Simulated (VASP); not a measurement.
**TiO2: single point with PBE+U**

The system is TiO2.

```
Ti O
1.0
     2.72778   -2.72786   -0.02035
     2.72778    2.72786   -0.02035
    -2.69078    0.00000    4.96174
Ti O
2 4
Direct
  0.12501 0.87499 0.25000
  0.87499 0.12501 0.75000
  0.32102 0.07104 0.64205
  0.67898 0.92896 0.35795
  0.92896 0.67898 0.85795
  0.07104 0.32102 0.14205
```

This cell differs from its parent crystal: atoms shifted along a free coordinate.

* Program: VASP 6.6.1
* Task: single point
* Functional: PBE
* Potentials or basis: VASP PAW PBE potentials, release 64 (Ti_sv, O)
* Cutoff: 520 eV
* k mesh: 6 × 6 × 6
* Occupations: gaussian, width 0.05 eV
* Spin: no spin polarisation
* Hubbard terms: Ti d U = 4.0 eV
* Dipole correction: no
* Further INCAR settings: ALGO = Normal; EDIFF = 1e-07; NBANDS = 33

- Pressure: 3.5 GPa
- Largest force: 1.570 eV/Å
- Band gap on the k mesh: 2.72 eV (least direct gap 2.93 eV)

Forces on the atoms (eV/Å):
```
Ti   0.000  0.000  0.000
Ti   0.000  0.000  0.000
O    0.012  0.000  1.570
O   -0.012  0.000 -1.570
O   -0.012  0.000 -1.570
O    0.012  0.000  1.570
```

Stress tensor (GPa, compression positive):
```
-1.11  0.00  0.10
 0.00 -1.12  0.00
 0.10  0.00 12.68
```

Levels at points of the mesh, in eV from the valence-band top:
```tsv
k point	band 20	band 21	band 22	band 23	band 24	band 25	band 26	band 27	band 28	band 29
(0.00, 0.00, 0.00)	-0.83	-0.57	-0.57	-0.33	-0.33	2.72	3.38	4.59	4.59	4.66
(0.50, 0.00, 0.00)	-1.72	-1.68	-0.74	-0.71	-0.58	3.56	3.84	3.85	3.98	4.62
(0.50, 0.50, 0.00)	-2.42	-1.64	-1.64	-0.31	-0.31	3.57	3.57	3.98	3.98	5.03
(0.00, 0.00, 0.50)	-1.45	-0.98	-0.98	0.00	0.00	3.04	3.04	4.21	4.21	4.53
(0.50, 0.00, 0.50)	-1.72	-1.68	-0.74	-0.71	-0.58	3.56	3.84	3.85	3.98	4.62
(0.50, 0.50, 0.50)	-2.42	-1.64	-1.64	-0.31	-0.31	3.57	3.57	3.98	3.98	5.03
```

Eigenvalues of the final occupation matrices:
| site | spin | trace | eigenvalues |
| --- | --- | --- | --- |
| site 1 d | 1 | 0.79 | 0.09 0.10 0.10 0.23 0.27 |
| site 1 d | 2 | 0.79 | 0.09 0.10 0.10 0.23 0.27 |
| site 2 d | 1 | 0.79 | 0.09 0.10 0.10 0.23 0.27 |
| site 2 d | 2 | 0.79 | 0.09 0.10 0.10 0.23 0.27 |

Wall time 110 s on 1 thread of Intel(R) Xeon(R) 6975P-C (Granite Rapids), on a shared host, peak memory 0.26 GiB.

Caveat: the cell differs from its parent crystal (atoms shifted along a free coordinate); the stress differs along the axes, from -1 to 13 GPa; forces of over 1 eV/Å act on the atoms, so gaps and moduli don't describe the material at rest. A k mesh can miss the band edges.
